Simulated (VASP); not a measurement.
KCl (rocksalt type): electric field gradients with PBE

KCl (rocksalt type):

```xyz
2
Lattice="0.0000 3.1895 3.1895 3.1895 0.0000 3.1895 3.1895 3.1895 0.0000" Properties=species:S:1:pos:R:3 pbc="T T T"
K     0.0000    0.0000    0.0000
Cl    3.1895    3.1895    3.1895
```

```yaml
Program: VASP 6.6.1
Task: electric field gradients
Functional: PBE
Potentials_or_basis: VASP PAW PBE potentials, release 64 (K_sv, Cl)
Cutoff: 520 eV
k_mesh: 13 × 13 × 13
Occupations: fermi-dirac, width 0.05 eV
Spin: no spin polarisation
Dipole_correction: no
Further_INCAR_settings: ALGO = Normal; EDIFF = 1e-08; NBANDS = 15
```

```json
{
 "Pressure": "0.0 GPa",
 "Band gap on the k mesh": "5.05 eV, direct"
}
```

Levels at points of the mesh, in eV from the valence-band top:
| k point | band 4 | band 5 | band 6 | band 7 | band 8 | band 9 | band 10 | band 11 | band 12 | band 13 |
| --- | --- | --- | --- | --- | --- | --- | --- | --- | --- | --- |
| (0.00, 0.00, 0.00) | -10.76 | -10.76 | 0.00 | 0.00 | 0.00 | 5.05 | 8.35 | 8.35 | 8.35 | 9.21 |

Wall time 72 s on 1 thread of AMD EPYC 9R14 (Zen 4), with other jobs on the host, peak memory 0.21 GiB.

Caveat: without QUAD_EFG the Cq values of the log hold for a quadrupole moment of 1 mb, not for the nuclei. A k mesh can miss the band edges.
